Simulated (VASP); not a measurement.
# SnO2 (kx) (P4_2/mnm) in VASP: further runs, part 2 of 2

VASP 6.6.1.

**3. Relaxation of the atoms, LDA**

File INCAR:

```
SYSTEM = SnO2
PREC     = Accurate       ! precision mode
ENCUT    = 520            ! plane-wave cutoff, eV
EDIFF    = 1E-6           ! SCF threshold, eV
ISMEAR   = 0              ! smearing method
SIGMA    = 0.02           ! smearing width, eV
LREAL    = .False.        ! projectors in reciprocal space
LASPH    = .True.         ! aspherical terms in the spheres
NELM     = 60             ! most SCF steps
ALGO     = Normal         ! electronic algorithm
ISIF     = 2              ! what is computed and relaxed
LWAVE    = .False.        ! write WAVECAR
LCHARG   = .False.        ! write CHGCAR
GGA      = CA             ! functional
IBRION   = 2              ! ionic algorithm
NSW      = 70             ! ionic steps
EDIFFG   = -0.002         ! ionic threshold
```

File KPOINTS:

```
regular mesh
0
Gamma
  6 6 8
  0 0 0
```

File POSCAR:

```
SnO2
1.0
    4.7373500000      0.0000000000      0.0000000000
    0.0000000000      4.7373500000      0.0000000000
    0.0000000000      0.0000000000      3.1864000000
Sn O
2 4
Direct
    0.0000000000      0.0000000000      0.0000000000
    0.5000000000      0.5000000000      0.5000000000
    0.3056200000      0.3056200000      0.0000000000
    0.1943800000      0.8056200000      0.5000000000
    0.6943800000      0.6943800000      0.0000000000
    0.8056200000      0.1943800000      0.5000000000
```

Potentials or basis: VASP PAW LDA potentials, release 64 (Sn_d, O).

On the command line:

```sh
> cat potpaw_LDA.64/Sn_d/POTCAR potpaw_LDA.64/O/POTCAR > POTCAR
> mpirun -np 1 vasp_std > vasp.out
```

OUTCAR:

```text
SYSTEM = SnO2
   PREC = Accurate
   ENCUT = 520
   EDIFF = 1E-6
   ISMEAR = 0
   LREAL = .False.
   LASPH = .True.
   NELM = 60
   ISIF = 2
   GGA = CA
   IBRION = 2
   NSW = 70
   EDIFFG = -0.002

 ion  position               nearest neighbor table
   1  0.000  0.000  0.000-   3 2.05   5 2.05   4 2.06   6 2.06   4 2.06   6 2.06   2 3.71   2 3.71
                             2 3.71   2 3.71   2 3.71   2 3.71   2 3.71   2 3.71
   2  0.500  0.500  0.500-   4 2.05   6 2.05   5 2.06   3 2.06   3 2.06   5 2.06   1 3.71   1 3.71
                             1 3.71   1 3.71   1 3.71   1 3.71   1 3.71   1 3.71
   3  0.306  0.306  0.000-   1 2.05   2 2.06   2 2.06
   4  0.194  0.806  0.500-   2 2.05   1 2.06   1 2.06
   5  0.694  0.694  0.000-   1 2.05   2 2.06   2 2.06
   6  0.806  0.194  0.500-   2 2.05   1 2.06   1 2.06

  LATTYP: Found a simple tetragonal cell.
 ALAT       =     4.7373500000
 C/A-ratio  =     0.6726123255

  Lattice vectors:

 A1 = (   4.7373500000,   0.0000000000,   0.0000000000)
 A2 = (   0.0000000000,   4.7373500000,   0.0000000000)
 A3 = (   0.0000000000,   0.0000000000,   3.1864000000)

Analysis of symmetry for initial positions (statically):
[... 184 lines left out ...]

  energy without entropy =      -42.28057202  energy(sigma->0) =      -42.28057202

------------------------ aborting loop because EDIFF is reached ----------------------------------------

  FORCE on cell =-STRESS in cart. coord.  units (eV):
  Direction    XX          YY          ZZ          XY          YZ          ZX
  --------------------------------------------------------------------------------------
  -------------------------------------------------------------------------------------
  Total       -0.1257759     -0.1257759      0.3293379      0.0000000      0.0000000      0.0000000
  in kB       -2.8179729     -2.8179729      7.3787215      0.0000000      0.0000000      0.0000000
  external PRESSURE =       0.5809252 kB  Pullay stress =       0.0000000 kB
[... 67 lines left out ...]
--------------------------------------- Ionic step        3  -------------------------------------------

 number of electron      51.9999990 magnetization

 Free energy of the ion-electron system (eV)
  ---------------------------------------------------
  ext. energy  EPLUGINS =         0.00000000
  ---------------------------------------------------
  free energy    TOTEN  =       -42.28077411 eV

  energy without entropy =      -42.28077411  energy(sigma->0) =      -42.28077411

 E-fermi :   5.9981     XC(G=0): -11.8028

 val. band max:        5.8735652032   @ k =   0.0000   0.0000   0.0000
 cond. band min:       7.0208211977   @ k =   0.0000   0.0000   0.0000
 fundamental gap:      1.1472559944
 Fermi energy:         5.9980882189

 k-point     1 :       0.0000    0.0000    0.0000
  band No.  band energies     occupation
      1     -15.1398      2.00000
      2     -14.3766      2.00000
      3     -14.1020      2.00000
      4     -14.0821      2.00000
      5     -14.0821      2.00000
      6     -13.9986      2.00000
[... 805 lines left out ...]
     30      14.3952      0.00000
     31      15.1649      0.00000

 [... further k-points ...]
[... 5 lines left out ...]
  --------------------------------------------------------------------------------------
  -------------------------------------------------------------------------------------
  Total       -0.1168688     -0.1168688      0.3942874      0.0000000      0.0000000      0.0000000
  in kB       -2.6184122     -2.6184122      8.8338945      0.0000000      0.0000000      0.0000000
  external PRESSURE =       1.1990234 kB  Pullay stress =       0.0000000 kB
[... 21 lines left out ...]
  FREE ENERGIE OF THE ION-ELECTRON SYSTEM (eV)
  ---------------------------------------------------
  free  energy   TOTEN  =       -42.2807741094 eV

  energy  without entropy=      -42.2807741094  energy(sigma->0) =      -42.28077411

 reached required accuracy - stopping structural energy minimisation
```

OSZICAR:

```text
N       E                     dE             d eps       ncg     rms          rms(c)
DAV:   1     0.654235323562E+03    0.65424E+03   -0.26436E+04  3339   0.264E+03
DAV:   2     0.481711359241E+02   -0.60606E+03   -0.58484E+03  3480   0.686E+02
DAV:   3    -0.437621863113E+02   -0.91933E+02   -0.90892E+02  3541   0.227E+02
[... 17 lines left out ...]
DAV:   5    -0.422807716287E+02   -0.93517E-06   -0.99982E-06  3408   0.229E-02
   2 F= -.42280772E+02 E0= -.42280772E+02  d E =-.199606E-03
       N       E                     dE             d eps       ncg     rms          rms(c)
DAV:   1    -0.422807715080E+02   -0.81453E-06   -0.10592E-03  3486   0.190E-01    0.618E-03
DAV:   2    -0.422807742582E+02   -0.27501E-05   -0.30024E-05  3804   0.369E-02    0.317E-03
DAV:   3    -0.422807741094E+02    0.14876E-06   -0.37312E-07  2068   0.525E-03
   3 F= -.42280774E+02 E0= -.42280774E+02  d E =-.202086E-03
```

Wall time 52 s (1 thread of Intel Xeon 6975P-C (Granite Rapids), shared host); peak memory 0.21 GiB.

Results:

```yaml
Free_energy: -42.2808 eV
Energy_gained_by_relaxing: 0.0 meV/atom
Ionic_steps: 3
Pressure_after_relaxing: 0.1 GPa
Band_gap_on_the_k_mesh: 1.15 eV, direct
```

The path:
| step | energy change (eV) | largest force (eV/Å) | pressure (GPa) |
| --- | --- | --- | --- |
| 1 | 0.0000 | 0.0481 | 0.06 |
| 2 | -0.0002 | 0.0050 | 0.13 |
| 3 | -0.0002 | 0.0005 | 0.12 |

Final structure:
```cif
data_structure
_symmetry_space_group_name_H-M 'P 1'
_symmetry_Int_Tables_number 1
_cell_length_a 4.7374
_cell_length_b 4.7374
_cell_length_c 3.1864
_cell_angle_alpha 90.000
_cell_angle_beta 90.000
_cell_angle_gamma 90.000
_cell_volume 71.51
loop_
_atom_site_label
_atom_site_type_symbol
_atom_site_fract_x
_atom_site_fract_y
_atom_site_fract_z
_atom_site_occupancy
Sn1 Sn 0.00000 0.00000 0.00000 1
Sn2 Sn 0.50000 0.50000 0.50000 1
O1 O 0.30593 0.30593 0.00000 1
O2 O 0.19407 0.80593 0.50000 1
O3 O 0.69407 0.69407 0.00000 1
O4 O 0.80593 0.19407 0.50000 1
```

Caveat: spin-orbit coupling is left out, which moves the levels of the heavy elements. As with any semilocal functional, this LDA gap is likely too small.
